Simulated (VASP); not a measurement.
A run of VASP 6.6.1:

Contents of INCAR:

```
SYSTEM = Ag
ALGO     = Normal         ! electronic algorithm
EDIFF    = 1E-6           ! SCF threshold, eV
ENCUT    = 520            ! plane-wave cutoff, eV
ISIF     = 2              ! what is computed and relaxed
ISMEAR   = -1             ! smearing method
ISPIN    = 2              ! spin polarisation
LASPH    = .TRUE.         ! aspherical terms in the spheres
LCHARG   = .FALSE.        ! write CHGCAR
LMAXMIX  = 4              ! l up to which the mixer works
LORBIT   = 11             ! projections on sites
LREAL    = .FALSE.        ! projectors in reciprocal space
LWAVE    = .FALSE.        ! write WAVECAR
MAGMOM   = -0.36          ! initial moments
NBANDS   = 16             ! bands
NELM     = 150            ! most SCF steps
PREC     = Accurate       ! precision mode
SIGMA    = 0.025          ! smearing width, eV
```

The input KPOINTS:

```
k-points
0
G
  11 11 11
  0 0 0
```

The input POSCAR:

```
Ag
1.0
    0.0000000000      2.0151418859      2.0151418859
    2.0151418859      0.0000000000      2.0151418859
    2.0151418859      2.0151418859      0.0000000000
Ag
1
Direct
    0.0000000000      0.0000000000      0.0000000000
```

Potentials or basis: VASP PAW LDA potentials, release 64 (Ag).

Run with:

```bash
$ cat potpaw_LDA.64/Ag/POTCAR > POTCAR
$ mpirun -np 1 vasp_std > vasp.out
```

Hardware: 1 thread of Intel(R) Xeon(R) 6975P-C (Granite Rapids), on a shared host.

Task: How long does it take, and how much memory?

Result: Run time: 11 s on 1 thread of Intel(R) Xeon(R) 6975P-C (Granite Rapids), with other jobs on the host, peak memory 0.14 GiB. Counts: scf iterations 13, k points 56.
